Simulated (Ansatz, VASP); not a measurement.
## Sb in VASP and in Ansatz

INCAR

```
SYSTEM = Sb
ALGO     = Normal         ! electronic algorithm
EDIFF    = 1E-7           ! SCF threshold, eV
ENCUT    = 520            ! plane-wave cutoff, eV
GGA      = PE             ! functional
ISIF     = 2              ! what is computed and relaxed
ISMEAR   = -1             ! smearing method
LASPH    = .TRUE.         ! aspherical terms in the spheres
LCHARG   = .TRUE.         ! write CHGCAR
LELF     = .TRUE.         ! ELF
LREAL    = .FALSE.        ! projectors in reciprocal space
LVHAR    = .TRUE.       
LWAVE    = .FALSE.        ! write WAVECAR
NBANDS   = 8              ! bands
NELM     = 80             ! most SCF steps
PREC     = Accurate       ! precision mode
SIGMA    = 0.05           ! smearing width, eV
```

File KPOINTS:

```
k-points
0
G
  13 13 13
  0 0 0
```

File POSCAR:

```
Sb
1.0
    3.2232000000      0.0000000000      0.0000000000
    0.0000000000      3.2232000000      0.0000000000
    0.0000000000      0.0000000000      3.1600000000
Sb
1
Direct
    0.0000000000      0.0000000000      0.0000000000
```

Input for Ansatz:

```yaml
crystal:
  lattice:
    - [3.2232, 0.0, 0.0]
    - [0.0, 3.2232, 0.0]
    - [0.0, 0.0, 3.16]
  atoms:
    - { symbol: Sb, position: [0.0, 0.0, 0.0] }
kpoints:
  mp_grid: { grid: [13, 13, 13] }
  band_path:
    path:
      - [0.0, 0.0, 0.0]
      - [0.0, 0.5, 0.0]
      - [0.5, 0.5, 0.0]
      - [0.0, 0.0, 0.0]
      - [0.0, 0.0, 0.5]
      - [0.0, 0.5, 0.5]
      - [0.5, 0.5, 0.5]
      - [0.0, 0.0, 0.5]
      - [0.0, 0.5, 0.0]
    npoints: 5
scf:
  occupations: { method: fermi_dirac, width: 0.05 }
hamiltonian:
  xc: pbe
  pseudopotentials: { kind: all_electron, lapw: { basis_error: 0.001 } }
output:
  forces: true
  stress: true
  eigenvalues: true
```

Change from the starting cell: equal xx and yy strain of +2 %.

Alike in both runs: task single point; functional PBE; k mesh 13 × 13 × 13; occupations fermi-dirac, width 0.05 eV; no spin polarisation.

|  | VASP | Ansatz |
| --- | --- | --- |
| version | VASP 6.6.1 | Ansatz 0.2.0 |
| potentials or method | VASP PAW PBE potentials, release 64 (Sb), cutoff 520 eV | all-electron LAPW, scalar-relativistic |

Ansatz gave:

| Quantity | Value |
| --- | --- |
| pressure (GPa) | -4.0 |
| traceless stress, the component that is largest in VASP (GPa) | 1.62 |

Problem. Estimate VASP's values.

Solution. Pressure (GPa): -4.1; traceless stress, the component that is largest in VASP (GPa): 1.62.

Ansatz ran all-electron here, and VASP with PAW potentials.

Neither program's run includes spin-orbit coupling.
